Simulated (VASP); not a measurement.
Wanted: the native input for a VASP 6.6.1 run.

```yaml
Task: single point
Functional: PBE
Potentials_or_basis: VASP PAW PBE potentials, release 64 (Ba_sv, Ti_sv, O)
Cutoff: 520 eV
k_mesh: 4 × 4 × 4
Occupations: gaussian, width 0.01 eV
Spin: non-collinear spin, zero start, spin-orbit coupling
Starting_moments: "[[0.0, 0.0, 0.0], [0.0, 0.0, 0.0], [0.0, 0.0, 0.0], [0.0, 0.0, 0.0], [0.0, 0.0, 0.0]] μB"
Dipole_correction: no
Further_INCAR_settings: ALGO = Normal; EDIFF = 1e-06; NBANDS = 55
```

The structure of BaTiO3 lies in POSCAR:

```
BaTiO3
1.0
    3.9940965204      0.0000000000      0.0000000000
    0.0000000000      3.9940965204      0.0000000000
    0.0000000000      0.0000000000      3.9940965204
Ba Ti O
1 1 3
Direct
    0.0000000000      0.0000000000      0.0000000000
    0.5000000000      0.5000000000      0.5000000000
    0.5000000000      0.5000000000      0.0000000000
    0.5000000000      0.0000000000      0.5000000000
    0.0000000000      0.5000000000      0.5000000000
```

The input as run:

INCAR

```
SYSTEM = BaTiO3
PREC = Accurate ; ENCUT = 520
EDIFF = 1E-6 ; ISMEAR = 0
SIGMA = 0.01 ; LREAL = .FALSE.
LASPH = .TRUE. ; NELM = 150
ALGO = Normal ; ISIF = 2
LWAVE = .FALSE. ; LCHARG = .FALSE.
MAGMOM = 0 0 0 0 0 0 0 0 0 0 0 0 0 0 0 ; LORBIT = 11
LSORBIT = .TRUE. ; GGA_COMPAT = .FALSE.
LORBMOM = .TRUE. ; LMAXMIX = 4
GGA = PE ; NBANDS = 55
```

KPOINTS

```
regular mesh
0
G
  4 4 4
  0 0 0
```

Potentials or basis: VASP PAW PBE potentials, release 64 (Ba_sv, Ti_sv, O).

The run is started by

```console
$ cat potpaw_PBE.64/Ba_sv/POTCAR potpaw_PBE.64/Ti_sv/POTCAR potpaw_PBE.64/O/POTCAR > POTCAR
$ mpirun -np 1 vasp_ncl > vasp.out
```

It gave:

* Pressure: 5.1 GPa
* Net moment: 0.00 μB per cell
* Valence electrons inside the program's atomic spheres: Ba 8.00; Ti 10.19; O 5.04

Caveat: the k points lie up to 0.39 Å⁻¹ apart.

Run time: 99 s on 1 thread of Intel(R) Xeon(R) Platinum 8375C CPU @ 2.90GHz (Ice Lake) (shared host), peak memory 0.31 GiB.
